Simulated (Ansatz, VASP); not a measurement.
## One calculation of AlGa3N4, two programs

```
CELL_PARAMETERS angstrom
5.13892 0.00000 0.00000
0.00000 3.16341 0.00000
-0.00368 0.00000 5.47699
ATOMIC_POSITIONS crystal
Al 0.00058 0.50000 0.66730
Ga 0.49917 0.50000 0.33506
Ga 0.49925 0.00000 0.83146
Ga 0.99986 0.00000 0.16619
N 0.11941 0.50000 0.34060
N 0.11733 0.00000 0.82593
N 0.62024 0.00000 0.16619
N 0.63175 0.50000 0.66727
```

Alike in both runs: task single point; functional r2SCAN; k mesh 6 × 8 × 4; occupations gaussian, width 0.02 eV; no spin polarisation.

|  | VASP | Ansatz |
| --- | --- | --- |
| version | VASP 6.6.1 | Ansatz 0.2.0 |
| potentials or method | VASP PAW PBE potentials, release 64 (Al, Ga_d, N), cutoff 520 eV | scalar-relativistic, plane waves, PAW |
| valence electrons in the cell | 62 | 62 |

VASP gave:

```
gap on the k mesh at the Fermi level (eV)                     : 2.88
least direct gap on the mesh (eV)                             : 2.88
pressure (GPa)                                                : 0.7
traceless stress, the component that is largest in VASP (GPa) : -0.07
rms of the force components (eV/Å)                            : 0.030
```

Problem. Which values does Ansatz return?

Solution. gap on the k mesh at the Fermi level (eV): 2.89; least direct gap on the mesh (eV): 2.89; pressure (GPa): 0.0; traceless stress, the component that is largest in VASP (GPa): 0.00; rms of the force components (eV/Å): 0.001.

VASP's potentials were made for PBE, not for r2SCAN. Atom by atom the forces differ by 0.030 eV/Å (rms over components). With one functional, cell and mesh, what is left measures potentials, basis and numerics.
